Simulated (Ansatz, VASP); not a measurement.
## LiF in VASP and in Ansatz

File INCAR:

```
ALGO     = Normal         # electronic algorithm
EDIFF    = 1E-6           # SCF threshold, eV
ENCUT    = 520            # plane-wave cutoff, eV
GGA      = CA             # functional
ISIF     = 2              # what is computed and relaxed
ISMEAR   = 0              # smearing method
LASPH    = True           # aspherical terms in the spheres
LCHARG   = False          # write CHGCAR
LREAL    = False          # projectors in reciprocal space
LWAVE    = False          # write WAVECAR
NBANDS   = 18             # bands
NELM     = 100            # most SCF steps
PREC     = Accurate       # precision mode
SIGMA    = 0.05           # smearing width, eV
```

Contents of KPOINTS:

```
k-points
0
Gamma
  9 9 6
```

The input POSCAR:

```
LiF
1.0
    3.1040326667      0.0000000000      0.0000000000
   -1.5520163333      2.6881711435      0.0000000000
    0.0000000000      0.0000000000      4.4396979232
Li F
2 2
Direct
    0.3333333333      0.6666666667      0.3839784076
    0.6666666667      0.3333333333      0.8839784076
    0.3333333333      0.6666666667      0.9910195924
    0.6666666667      0.3333333333      0.4910195924
```

Input for Ansatz:

```yaml
crystal:
  lattice:
    - [3.1040326667, 0.0, 0.0]
    - [-1.5520163333, 2.6881711435, 0.0]
    - [0.0, 0.0, 4.4396979232]
  atoms:
    - { symbol: Li, position: [0.3333333333, 0.6666666667, 0.3839784076] }
    - { symbol: Li, position: [0.6666666667, 0.3333333333, 0.8839784076] }
    - { symbol: F, position: [0.3333333333, 0.6666666667, 0.9910195924] }
    - { symbol: F, position: [0.6666666667, 0.3333333333, 0.4910195924] }
basis:
  ecutwfc: 520.0
kpoints:
  mp_grid: { grid: [9, 9, 6] }
hamiltonian:
  xc: lda
scf:
  occupations: { method: gaussian, width: 0.05 }
output:
  forces: true
  stress: true
  eigenvalues: true
```

Alike in both runs: task single point; functional LDA; k mesh 9 × 9 × 6; occupations gaussian, width 0.05 eV; no spin polarisation.

|  | VASP | Ansatz |
| --- | --- | --- |
| version | VASP 6.6.1 | Ansatz 0.2.0 |
| potentials or method | VASP PAW LDA potentials, release 64 (Li_sv, F), cutoff 520 eV | scalar-relativistic, plane waves, PAW |
| valence electrons in the cell | 20 | 20 |

Ansatz gave:

```
gap on the k mesh at the Fermi level (eV) : 7.75
least direct gap on the mesh (eV)         : 7.75
rms of the force components (eV/Å)        : 0.241
```

**Question.** Estimate VASP's values.

**Answer.** gap on the k mesh at the Fermi level (eV): 7.74; least direct gap on the mesh (eV): 7.74; rms of the force components (eV/Å): 0.246.

LDA's correlation is that of Perdew and Zunger in VASP and of Perdew and Wang (1992) in Ansatz. Atom by atom the forces differ by 0.005 eV/Å (rms over components).

Noted on VASP's run: the cutoff is under 1.25 times that of the potentials, so the pressure is a little rough.
